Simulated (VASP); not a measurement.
Set up this calculation in VASP 6.6.1, as the native input.

```yaml
Task: single point
Functional: PBEsol
Potentials_or_basis: VASP PAW PBE potentials, release 64 (Pt, S)
Cutoff: 520 eV
k_mesh: 12 × 12 × 8
Occupations: gaussian, width 0.05 eV
Spin: no spin polarisation
Dipole_correction: no
Further_INCAR_settings: ALGO = Normal; EDIFF = 1e-06; NBANDS = 18
```

The structure of PtS2 lies in POSCAR:

```
PtS2
1.0
    3.3660395020      0.0000000000      0.0000000000
   -1.6830197510      2.9150757189      0.0000000000
    0.0000000000      0.0000000000      4.7868600000
Pt S
1 2
Direct
    0.0000000000      0.0000000000      0.0000000000
    0.3333333333      0.6666666667      0.2500000000
    0.6666666667      0.3333333333      0.7500000000
```

This cell differs from its parent crystal: strain -0.050 along x and y, -0.050 along z.

These files were run (other wordings do the same):

INCAR

```
SYSTEM = PtS2
PREC = Accurate ; ENCUT = 520
EDIFF = 1E-6 ; ISMEAR = 0
SIGMA = 0.05 ; LREAL = .False.
LASPH = .True. ; NELM = 60
ALGO = Normal ; ISIF = 2
LWAVE = .False. ; LCHARG = .True.
GGA = PS ; LELF = .True.
LVHAR = .True. ; NBANDS = 18
```

KPOINTS

```
regular mesh
0
Gamma
  12 12 8
  0 0 0
```

Potentials or basis: VASP PAW PBE potentials, release 64 (Pt, S).

Command:

```sh
$ cat potpaw_PBE.64/Pt/POTCAR potpaw_PBE.64/S/POTCAR > POTCAR
$ mpirun -np 1 vasp_std > vasp.out
```

Results of the run:

```
Pressure               : 27.2 GPa
Largest force          : 1.772 eV/Å
Band gap on the k mesh : 0.59 eV, indirect (least direct gap 0.86 eV)
```

Caveat: the cell differs from its parent crystal (strain -0.050 along x and y, -0.050 along z); the PAW data sets were made with another functional, which shifts forces and pressure a little; spin-orbit coupling is left out, which moves the levels of the heavy elements.

Run time: 38 s on 1 thread of Intel(R) Xeon(R) 6975P-C (Granite Rapids), on a shared host, peak memory 0.24 GiB.
